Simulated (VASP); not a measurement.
# Zn (Fm-3m) in VASP: notebook, part 2 of 2

VASP 6.6.1.

## (5) Single point, PBEsol

This run uses another cell than the first one, of 14.13 Å³/atom.

INCAR

```
  PREC = Accurate
  ENCUT = 520
  EDIFF = 1E-6
  ISMEAR = 0
  SIGMA = 0.1
  LREAL = False
  LASPH = True
  NELM = 100
  ALGO = Normal
  ISIF = 2
  LWAVE = False
  LCHARG = True
  GGA = PS
  LELF = True
  LVHAR = True
  NBANDS = 12
```

KPOINTS

```
regular mesh
0
Gamma
  18 18 18
```

POSCAR

```
Zn
1.0
    0.0000000000      1.9187967969      1.9187967969
    1.9187967969      0.0000000000      1.9187967969
    1.9187967969      1.9187967969      0.0000000000
Zn
1
Direct
    0.0000000000      0.0000000000      0.0000000000
```

Potentials or basis: VASP PAW PBE potentials, release 64 (Zn).

The run is started by

```console
$ cat potpaw_PBE.64/Zn/POTCAR > POTCAR
$ mpirun -np 1 vasp_std > vasp.out
```

OUTCAR:

```text
PREC = Accurate
   ENCUT = 520
   EDIFF = 1E-6
   ISMEAR = 0
   LREAL = False
   LASPH = True
   NELM = 100
   ISIF = 2
   GGA = PS

 ion  position               nearest neighbor table
   1  0.000  0.000  0.000-

  LATTYP: Found a face centered cubic cell.
 ALAT       =     3.8375935938

  Lattice vectors:

 A1 = (   0.0000000000,   1.9187967969,   1.9187967969)
 A2 = (   1.9187967969,   0.0000000000,   1.9187967969)
 A3 = (   1.9187967969,   1.9187967969,   0.0000000000)

Analysis of symmetry for initial positions (statically):
=====================================================================
 Subroutine PRICEL returns:
 Original cell was already a primitive cell.

 Routine SETGRP: Setting up the symmetry group for a
 face centered cubic supercell.

 Subroutine GETGRP returns: Found 48 space group operations
 (whereof 48 operations were pure point group operations)
 out of a pool of 48 trial point group operations.

The static configuration has the point symmetry O_h .

Analysis of symmetry for dynamics (positions and initial velocities):
=====================================================================
 Subroutine PRICEL returns:
[... 167 lines left out ...]
      4      -4.3561      2.00000
      5      -3.9179      2.00000
      6      -3.9179      2.00000
      7      22.6817      0.00000
      8      22.6817      0.00000
      9      22.6817      0.00000
     10      22.8890      0.00000
     11      25.3698      0.00000
     12      25.3698      0.00000
[... 331 lines left out ...]
 k-point    24 :      -0.2222    0.0556    0.0000
  band No.  band energies     occupation
      1      -5.8131      2.00000
      2      -4.3586      2.00000
      3      -4.2451      2.00000
      4      -4.2356      2.00000
      5      -3.9288      2.00000
      6      -3.7659      2.00000
      7      11.6073      0.00000
      8      18.0973      0.00000
      9      21.7698      0.00000
     10      22.8754      0.00000
     11      25.2592      0.00000
     12      25.9694      0.00000

 [... further k-points ...]

------------------------ aborting loop because EDIFF is reached ----------------------------------------

  FORCE on cell =-STRESS in cart. coord.  units (eV):
  Direction    XX          YY          ZZ          XY          YZ          ZX
  --------------------------------------------------------------------------------------
  -------------------------------------------------------------------------------------
  Total        0.0410827      0.0410827      0.0410827      0.0000000     -0.0000000     -0.0000000
  in kB        4.6585666      4.6585666      4.6585666      0.0000000     -0.0000000     -0.0000000
  external PRESSURE =       4.6585666 kB  Pullay stress =       0.0000000 kB

 VOLUME and BASIS-vectors are now :
 -----------------------------------------------------------------------------
  energy-cutoff  :      520.00
  volume of cell :       14.13
      direct lattice vectors                 reciprocal lattice vectors
     0.000000000  1.918796797  1.918796797    -0.260579964  0.260579964  0.260579964
     1.918796797  0.000000000  1.918796797     0.260579964 -0.260579964  0.260579964
     1.918796797  1.918796797  0.000000000     0.260579964  0.260579964 -0.260579964

 POSITION                                       TOTAL-FORCE (eV/Angst)
 -----------------------------------------------------------------------------------
      0.00000      0.00000      0.00000        -0.000000      0.000000      0.000000
 -----------------------------------------------------------------------------------
    total drift:                                0.000000      0.000000      0.000000

  FREE ENERGIE OF THE ION-ELECTRON SYSTEM (eV)
  ---------------------------------------------------
  free  energy   TOTEN  =        -1.5602098335 eV

  energy  without entropy=       -1.5585268152  energy(sigma->0) =       -1.55936832
```

OSZICAR:

```text
N       E                     dE             d eps       ncg     rms          rms(c)
DAV:   1     0.411076091962E+02    0.41108E+02   -0.65574E+03  4896   0.162E+03
DAV:   2    -0.514821520985E+00   -0.41622E+02   -0.38610E+02  4888   0.213E+02
DAV:   3    -0.171971461465E+01   -0.12049E+01   -0.12031E+01  5468   0.361E+01
DAV:   4    -0.172208761659E+01   -0.23730E-02   -0.23729E-02  5228   0.152E+00
DAV:   5    -0.172208914943E+01   -0.15328E-05   -0.15329E-05  5416   0.380E-02    0.341E+00
DAV:   6    -0.157216675066E+01    0.14992E+00   -0.84628E-01  5584   0.186E+01    0.245E+00
DAV:   7    -0.156386692203E+01    0.82998E-02   -0.17024E-02  5216   0.261E+00    0.126E+00
DAV:   8    -0.156022521396E+01    0.36417E-02   -0.11679E-03  6364   0.487E-01    0.295E-02
DAV:   9    -0.156021123997E+01    0.13974E-04   -0.12737E-04  7140   0.196E-01    0.276E-02
DAV:  10    -0.156020991520E+01    0.13248E-05   -0.12267E-05  5020   0.624E-02    0.144E-03
DAV:  11    -0.156020983348E+01    0.81723E-07   -0.12973E-07  2868   0.565E-03
   1 F= -.15602098E+01 E0= -.15593683E+01  d E =-.168302E-02
```

stdout:

```text
POSCAR found type information on POSCAR Zn
 POSCAR found :  1 types and       1 ions
 scaLAPACK will be used
 -----------------------------------------------------------------------------
|                                                                             |
|                                                                             |
|     You enforced a specific xc type in the INCAR file but a different       |
|     I HOPE YOU KNOW WHAT YOU ARE DOING!                                     |
|                                                                             |
 -----------------------------------------------------------------------------

 LDA part: xc-table for (Slater+PW92), standard interpolation
 POSCAR, INCAR and KPOINTS ok, starting setup
 FFT: planning ... GRIDC
 FFT: planning ... GRID_SOFT
 FFT: planning ... GRID
 WAVECAR not read
 entering main loop
```

Wall time 34 s (1 thread of Intel Xeon 8259CL, shared host); peak memory 0.15 GiB.

Results:

```
Free energy            : -1.5602 eV
Pressure               : 0.5 GPa
Band gap on the k mesh : zero (bands 6 and 7 overlap by 2.99 eV)
```

Levels at points of the mesh, in eV from the Fermi level:
```tsv
k point	band 2	band 3	band 4	band 5	band 6	band 7	band 8	band 9	band 10	band 11
(0.00, 0.00, 0.00)	-7.72	-7.72	-7.72	-7.28	-7.28	19.32	19.32	19.32	19.52	22.00
(0.50, 0.00, 0.00)	-7.73	-7.73	-6.96	-6.96	-3.16	-1.20	16.14	16.14	18.00	19.78
(0.50, 0.50, 0.00)	-8.43	-6.98	-6.88	-6.88	-1.13	2.06	8.84	8.84	12.63	14.10
```

Caveat: the PAW data sets were made with another functional, which shifts forces and pressure a little.

## (6) The runs side by side

| task | cell | k mesh | cutoff (eV) | gap on the mesh (eV) | pressure (GPa) |
| --- | --- | --- | --- | --- | --- |
| single point | a = 2.422 Å, angles 60.0°, 1 atom | 8 × 8 × 8 | 520 | none | 72.3 |
| single point | a = 2.707 Å, angles 60.0°, 1 atom | 10 × 10 × 10 | 520 | none | 0.8 |
| relaxation of cell and atoms | relaxed from a = 2.422 Å, angles 60.0°, 1 atom | 10 × 10 × 10 | 600 | none | -0.2 |
| single point | a = 2.714 Å, angles 60.0°, 1 atom | 18 × 18 × 18 | 520 | none | 0.5 |

Alike in all rows: level PBEsol; potentials or basis VASP PAW PBE potentials, release 64 (Zn); no spin polarisation; smearing gaussian 0.1 eV.

Caveats: some runs use coarse meshes; the PAW data sets were made with another functional, which shifts forces and pressure a little; the volume moved by over 15 % at a fixed basis, so the end points are rough (at least some runs).

Absolute energies hang on the potentials; compare differences alone.
